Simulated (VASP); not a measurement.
Si:

```
Si
1.0
    -2.33932    2.33932    1.31130
     2.33932   -2.33932    1.31130
     2.33932    2.33932   -1.31130
Si
2
Direct
  0.50000 0.50000 0.00000
  0.25000 0.75000 0.50000
```

This cell differs from its parent crystal: volume scaled by 0.96.

Program: VASP 6.6.1. Alike in all runs: task single point; no spin polarisation; cell as given; k mesh 11 × 11 × 11; cutoff (eV) 520; smearing fermi-dirac 0.05 eV.

Question: Order these runs on this cell by their pressure, lowest first.
A. level LDA; potentials or basis VASP PAW LDA potentials, release 64 (Si)
B. level PBE; potentials or basis VASP PAW PBE potentials, release 64 (Si)
C. level PBEsol; potentials or basis VASP PAW PBE potentials, release 64 (Si)

Answer: A (4.3 GPa), C (6.2 GPa), B (8.6 GPa).

Caveats: the PAW data sets were made with another functional, which shifts forces and pressure a little (some runs).
